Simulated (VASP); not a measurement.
# GaN (F-43m) in VASP: elastic constants with LDA

Aim: the elastic constants of GaN with LDA.

All numbers are computed with VASP 6.6.1; they aren't measurements. Logs are shortened: lines on timing, memory, paths and dates and some standing lists are left out, and cuts for length are marked.

### Step 1. The cell of the first run

Symmetry: F-43m, No. 216, cubic system. The conventional cell has a = 4.455 Å, b = 4.455 Å, c = 4.455 Å, α = 90.00°, β = 90.00°, γ = 90.00°. Ga (site symmetry -43m) has 4 N at 1.93 Å within 2.6 Å. Within 2.6 Å of N (site symmetry -43m) lie 4 Ga at 1.93 Å.

### Step 2. Elastic constants, LDA

The input, INCAR:

```
ALGO     = Normal         # electronic algorithm
EDIFF    = 1E-8           # SCF threshold, eV
ENCUT    = 600            # plane-wave cutoff, eV
GGA      = CA             # functional
IBRION   = 6              # ionic algorithm
ISIF     = 3              # what is computed and relaxed
ISMEAR   = 0              # smearing method
LASPH    = True           # aspherical terms in the spheres
LCHARG   = False          # write CHGCAR
LREAL    = False          # projectors in reciprocal space
LWAVE    = False          # write WAVECAR
NELM     = 80             # most SCF steps
NFREE    = 2            
NSW      = 1              # ionic steps
POTIM    = 0.015          # step
PREC     = Accurate       # precision mode
SIGMA    = 0.01           # smearing width, eV
```

The input, KPOINTS:

```
k-points
0
Gamma
  10 10 10
```

The input, POSCAR:

```
GaN
1.0
    2.2277044992      2.2277044992      0.0000000000
   -2.2277044992      2.2277044992      0.0000000000
    0.0000000000      2.2277044992      2.2277044992
Ga N
1 1
Direct
    0.0000000000      0.0000000000      0.0000000000
    0.2500000000      0.7500000000      0.5000000000
```

Potentials or basis: VASP PAW LDA potentials, release 64 (Ga_d, N).

Run with:

```
$ cat potpaw_LDA.64/Ga_d/POTCAR potpaw_LDA.64/N/POTCAR > POTCAR
$ mpirun -np 1 vasp_std > vasp.out
```

OUTCAR:

```text
EDIFF = 1E-8
   ENCUT = 600
   GGA = CA
   IBRION = 6
   ISIF = 3
   ISMEAR = 0
   LASPH = True
   LREAL = False
   NELM = 80
   NFREE = 2
   NSW = 1
   POTIM = 0.015
   PREC = Accurate

 ion  position               nearest neighbor table
   1  0.000  0.000  0.000-   2 1.93   2 1.93   2 1.93   2 1.93
   2  0.250  0.750  0.500-   1 1.93   1 1.93   1 1.93   1 1.93

  LATTYP: Found a face centered cubic cell.
 ALAT       =     4.4554089984

  Lattice vectors:

 A1 = (   0.0000000000,   2.2277044992,   2.2277044992)
 A2 = (   2.2277044992,   0.0000000000,   2.2277044992)
 A3 = (   2.2277044992,   2.2277044992,   0.0000000000)

Analysis of symmetry for initial positions (statically):
=====================================================================
 Subroutine PRICEL returns:
 Original cell was already a primitive cell.

 Routine SETGRP: Setting up the symmetry group for a
 face centered cubic supercell.

 Subroutine GETGRP returns: Found 24 space group operations
 (whereof 24 operations were pure point group operations)
 out of a pool of 48 trial point group operations.

The static configuration has the point symmetry T_d .

Analysis of symmetry for dynamics (positions and initial velocities):
=====================================================================
 Subroutine PRICEL returns:
 Original cell was already a primitive cell.

 Routine SETGRP: Setting up the symmetry group for a
 face centered cubic supercell.

 Subroutine GETGRP returns: Found 24 space group operations
 (whereof 24 operations were pure point group operations)
 out of a pool of 48 trial point group operations.

The dynamic configuration has the point symmetry T_d .

 Subroutine INISYM returns: Found 24 space group operations
 (whereof 24 operations are pure point group operations),
 and found     1 'primitive' translations

----------------------------------------------------------------------------------------

                                     Primitive cell

  volume of cell :      22.1107

  direct lattice vectors                    reciprocal lattice vectors
     2.227704499  2.227704499  0.000000000     0.224446285  0.224446285 -0.224446285
    -2.227704499  2.227704499  0.000000000    -0.224446285  0.224446285 -0.224446285
     0.000000000  2.227704499  2.227704499     0.000000000  0.000000000  0.448892571

  length of vectors
     3.150449916  3.150449916  3.150449916     0.388752370  0.388752370  0.448892571

  position of ions in fractional coordinates (direct lattice)
     0.000000000  0.000000000  0.000000000
     0.250000000  0.750000000  0.500000000

  ion indices of the primitive-cell ions
   primitive index   ion index
                 1           1
                 2           2

----------------------------------------------------------------------------------------

 KPOINTS: k-points

Automatic generation of k-mesh.
 Grid dimensions read from file:
 generate k-points for:   10   10   10

 Generating k-lattice:

  Cartesian coordinates                     Fractional coordinates (reciprocal lattice)
     0.022444629  0.022444629 -0.022444629     0.100000000  0.000000000  0.000000000
    -0.022444629  0.022444629 -0.022444629     0.000000000  0.100000000  0.000000000
     0.000000000  0.000000000  0.044889257     0.000000000  0.000000000  0.100000000

  Length of vectors
     0.038875237  0.038875237  0.044889257

  Shift w.r.t. Gamma in fractional coordinates (k-lattice)
     0.000000000  0.000000000  0.000000000

 Subroutine IBZKPT returns following result:
 ===========================================

 Found     47 irreducible k-points:

 Following reciprocal coordinates:
            Coordinates               Weight
  0.000000  0.000000  0.000000      1.000000
  0.100000  0.000000  0.000000      8.000000
  0.200000  0.000000  0.000000      8.000000
[... 62 lines left out ...]
  Fermi-wavevector in a.u.,A,eV,Ry     =   1.528615  2.888663 31.792237  2.336663
  Thomas-Fermi vector in A             =   2.636349
   LORBIT       =      0    0 simple, 1 ext, 2 COOP (PROOUT), +10 PAW based schemes
   GGA     = CA    functional components
   LHFCALC =     F    Hartree Fock is set to
   AEXX    =    0.0000 exact exchange contribution
   IVDW    =     0    specifies the selected vdW correction
   LEPSILON=     F    determine dielectric tensor
   LRPA    =     F    only Hartree local field effects (RPA)
 finite differences with symmetry
 non-spin polarized calculation
 Gauss-broadening in eV      SIGMA  =   0.01
  energy-cutoff  :      600.00
  volume of cell :       22.11
 maximum number of plane-waves:       754
 NGX is ok and might be reduce to    28
   NGX = 13   NGY = 13   NGZ = 13

--------------------------------------- Ionic step        1  -------------------------------------------

 number of electron      18.0000001 magnetization

 Free energy of the ion-electron system (eV)
  ---------------------------------------------------
  ext. energy  EPLUGINS =         0.00000000
  ---------------------------------------------------
  free energy    TOTEN  =       -13.94409944 eV

  energy without entropy =      -13.94409944  energy(sigma->0) =      -13.94409944

------------------------ aborting loop because EDIFF is reached ----------------------------------------

  FORCE on cell =-STRESS in cart. coord.  units (eV):
  Direction    XX          YY          ZZ          XY          YZ          ZX
  --------------------------------------------------------------------------------------
  -------------------------------------------------------------------------------------
  Total        0.1383498      0.1383498      0.1383498      0.0000000     -0.0000000      0.0000000
  in kB       10.0250437     10.0250437     10.0250437      0.0000000     -0.0000000      0.0000000
  external PRESSURE =      10.0250437 kB  Pullay stress =       0.0000000 kB
[... 89 lines left out ...]
  FREE ENERGIE OF THE ION-ELECTRON SYSTEM (eV)
  ---------------------------------------------------
  free  energy   TOTEN  =       -13.9374659741 eV

  energy  without entropy=      -13.9374659741  energy(sigma->0) =      -13.93746597

[... ionic steps 4 to 14 ...]

--------------------------------------- Ionic step       15  -------------------------------------------

 number of electron      18.0000001 magnetization

------------------------ aborting loop because EDIFF is reached ----------------------------------------
[... 67 lines left out ...]
--------------------------------------- Ionic step       17  -------------------------------------------

 number of electron      18.0000000 magnetization

 Free energy of the ion-electron system (eV)
  ---------------------------------------------------
  ext. energy  EPLUGINS =         0.00000000
  ---------------------------------------------------
  free energy    TOTEN  =       -13.94260034 eV

  energy without entropy =      -13.94260034  energy(sigma->0) =      -13.94260034

 E-fermi :   5.5673     XC(G=0): -12.3037

 val. band max:        5.4477806750   @ k =   0.0000   0.0000   0.0000
 cond. band min:       7.3909385994   @ k =   0.0000   0.0000   0.0000
 fundamental gap:      1.9431579244
 Fermi energy:         5.5673364339

 k-point     1 :       0.0000    0.0000    0.0000
  band No.  band energies     occupation
      1     -10.6898      2.00000
      2      -8.1783      2.00000
      3      -8.1718      2.00000
      4      -8.1665      2.00000
      5      -7.8181      2.00000
      6      -7.8180      2.00000
      7       5.3885      2.00000
      8       5.4196      2.00000
      9       5.4478      2.00000
     10       7.3909      0.00000
     11      15.7215      0.00000
     12      15.7447      0.00000
     13      15.7705      0.00000
[... 354 lines left out ...]
  band No.  band energies     occupation
      1      -9.5681      2.00000
      2      -8.0512      2.00000
      3      -7.9280      2.00000
      4      -7.8795      2.00000
      5      -7.7825      2.00000
      6      -5.8824      2.00000
      7      -0.7943      2.00000
      8       1.1768      2.00000
      9       3.3554      2.00000
     10      10.8495      0.00000
     11      13.4057      0.00000
     12      16.0820      0.00000
     13      17.9398      0.00000

 [... further k-points ...]
[... 5 lines left out ...]
  --------------------------------------------------------------------------------------
  -------------------------------------------------------------------------------------
  Total        0.1384356      0.1432289      0.1432289      0.0000000      0.1415865     -0.0000000
  in kB       10.0312609     10.3785911     10.3785911      0.0000000     10.2595823     -0.0000000
  external PRESSURE =      10.2628144 kB  Pullay stress =       0.0000000 kB
[... 17 lines left out ...]
  FREE ENERGIE OF THE ION-ELECTRON SYSTEM (eV)
  ---------------------------------------------------
  free  energy   TOTEN  =       -13.9426003388 eV

  energy  without entropy=      -13.9426003388  energy(sigma->0) =      -13.94260034

 INTERNAL STRAIN TENSORS FROM STRAINED CELLS
 ============================================

 INTERNAL STRAIN TENSOR FOR ION    1 for displacements in x,y,z  (eV/Angst):
          X           Y           Z          XY          YZ          ZX
  --------------------------------------------------------------------------------
  x    -0.00000    -0.00000     0.00000     0.00000     9.43379     0.00000
  y     0.00000    -0.00000    -0.00000     0.00000     0.00000     9.43375
  z     0.00000    -0.00000     0.00000     9.43179    -0.00000     0.00000

 INTERNAL STRAIN TENSORS FROM DISPLACED ATOMS
 ============================================

 INTERNAL STRAIN TENSOR FOR ION    1 for displacements in x,y,z  (eV/Angst):
          X           Y           Z          XY          YZ          ZX
  --------------------------------------------------------------------------------
  x    -0.00000     0.00000     0.00000    -0.00000     9.42599     0.00000
  y     0.00000    -0.00000     0.00000     0.00000    -0.00000     9.42599
  z     0.00000     0.00000    -0.00000     9.42599     0.00000     0.00000

 INTERNAL STRAIN TENSOR FOR ION    2 for displacements in x,y,z  (eV/Angst):
          X           Y           Z          XY          YZ          ZX
  --------------------------------------------------------------------------------
  x     0.00000     0.00000     0.00000     0.00000    -9.44551    -0.00000
  y     0.00000     0.00000     0.00000    -0.00000     0.00000    -9.44551
  z     0.00000     0.00000     0.00000    -9.44551    -0.00000     0.00000

 Eigenvectors and eigenvalues of the dynamical matrix
 ----------------------------------------------------

   1 f  =   16.709881 THz   104.991279 2PiTHz  557.381633 cm-1    69.106484 meV
             X         Y         Z           dx          dy          dz
      0.000000  0.000000  0.000000     0.408941   -0.000000   -0.000000
     -1.113852  3.341557  1.113852    -0.912561    0.000000   -0.000000
[... 21 lines left out ...]
   6 f/i=    0.000103 THz     0.000645 2PiTHz    0.003426 cm-1     0.000425 meV
             X         Y         Z           dx          dy          dz
      0.000000  0.000000  0.000000     0.899952   -0.135904    0.066208
     -1.113852  3.341557  1.113852     0.403291   -0.060902    0.029670

--------------------------------------------------------------------------------------------------------

 ELASTIC MODULI CONTR FROM IONIC RELAXATION (kBar)
 Direction    XX          YY          ZZ          XY          YZ          ZX
 --------------------------------------------------------------------------------
 XX          -0.0000     -0.0000      0.0000     -0.0000      0.0000      0.0000
 YY          -0.0000     -0.0000     -0.0000      0.0000      0.0000      0.0000
 ZZ           0.0000     -0.0000     -0.0000      0.0000      0.0000      0.0000
 XY          -0.0000      0.0000      0.0000   -484.3121      0.0000     -0.0000
 YZ           0.0000      0.0000      0.0000      0.0000   -484.3121      0.0000
 ZX           0.0000      0.0000      0.0000     -0.0000      0.0000   -484.3121
 --------------------------------------------------------------------------------

 TOTAL ELASTIC MODULI (kBar)
 Direction    XX          YY          ZZ          XY          YZ          ZX
 --------------------------------------------------------------------------------
 XX        2890.6370   1612.5542   1612.5542     -0.0000      0.0000     -0.0000
 YY        1612.5542   2890.6370   1612.5542      0.0000      0.0000      0.0000
 ZZ        1612.5542   1612.5542   2890.6370      0.0000     -0.0000      0.0000
 XY          -0.0000      0.0000      0.0000   1610.7361      0.0000     -0.0000
 YZ           0.0000      0.0000     -0.0000      0.0000   1610.7361      0.0000
 ZX          -0.0000      0.0000      0.0000     -0.0000      0.0000   1610.7361
 --------------------------------------------------------------------------------
```

Run time: 7.8 min. Hardware: 1 thread of AMD EPYC 9R45 (Zen 5), shared host; peak memory 0.28 GiB.

Results:

| Item | Value |
| --- | --- |
| Elastic constants C11, C12, C44 | 289, 161, 161 GPa |
| Voigt bulk modulus | 204 GPa |
| Highest phonon frequency at Γ, LO-TO splitting left out | 557 cm⁻¹ |

Phonon frequencies in cm⁻¹ (negative: imaginary):
```csv
q point,frequencies
"(0.000, 0.000, 0.000)",0 0 0 557 557 557
```

Elastic tensor in Voigt notation (GPa, in the Cartesian axes of the cell as first typed):
```
289 161 161   0   0   0
161 289 161   0   0   0
161 161 289   0   0   0
  0   0   0 161   0   0
  0   0   0   0 161   0
  0   0   0   0   0 161
```

Clamped-ion elastic tensor (GPa):
```
289 161 161   0   0   0
161 289 161   0   0   0
161 161 289   0   0   0
  0   0   0 210   0   0
  0   0   0   0 210   0
  0   0   0   0   0 210
```

Caveat: the cell is under stress, which shifts elastic constants.
